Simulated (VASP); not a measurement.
Write the native input for VASP 6.6.1 that does the following.

* Task: single point
* Functional: PBE
* Potentials or basis: VASP PAW PBE potentials, release 64 (Si, Mo_sv)
* Cutoff: 520 eV
* k mesh: 18 × 18 × 18
* Occupations: gaussian, width 0.1 eV
* Spin: no spin polarisation
* Dipole correction: no
* Further INCAR settings: ALGO = Normal; EDIFF = 1e-07; NBANDS = 18

The structure of Si2Mo (mix) lies in POSCAR:

```
Si2Mo
1.0
   -1.6084238594      1.6084238594      3.9365104793
    1.6084238594     -1.6084238594      3.9365104793
    1.6084238594      1.6084238594     -3.9365104793
Si Mo
2 1
Direct
    0.3350990319      0.3350990319      0.0000000000
    0.6649009681      0.6649009681      0.0000000000
    0.0000000000      0.0000000000      0.0000000000
```

These files were run (other wordings do the same):

INCAR

```
SYSTEM = Si2Mo
PREC = Accurate
ENCUT = 520
EDIFF = 1E-7
ISMEAR = 0
SIGMA = 0.1
LREAL = .FALSE.
LASPH = .TRUE.
NELM = 100
ALGO = Normal
ISIF = 2
LWAVE = .FALSE.
LCHARG = .FALSE.
GGA = PE
NBANDS = 18
```

KPOINTS

```
regular mesh
0
G
  18 18 18
  0 0 0
```

Potentials or basis: VASP PAW PBE potentials, release 64 (Si, Mo_sv).

The run is started by

```console
$ cat potpaw_PBE.64/Si/POTCAR potpaw_PBE.64/Mo_sv/POTCAR > POTCAR
$ mpirun -np 1 vasp_std > vasp.out
```

Results of the run:

The pressure is 0.2 GPa. The largest force is 0.004 eV/Å. The band gap on the k mesh is zero (band 11 reaches 12.53 eV, above the bottom of band 12 at 11.59 eV).

It took 4.4 min on 1 thread of Intel(R) Xeon(R) Platinum 8559C (Emerald Rapids), with other jobs on the host, peak memory 0.44 GiB.
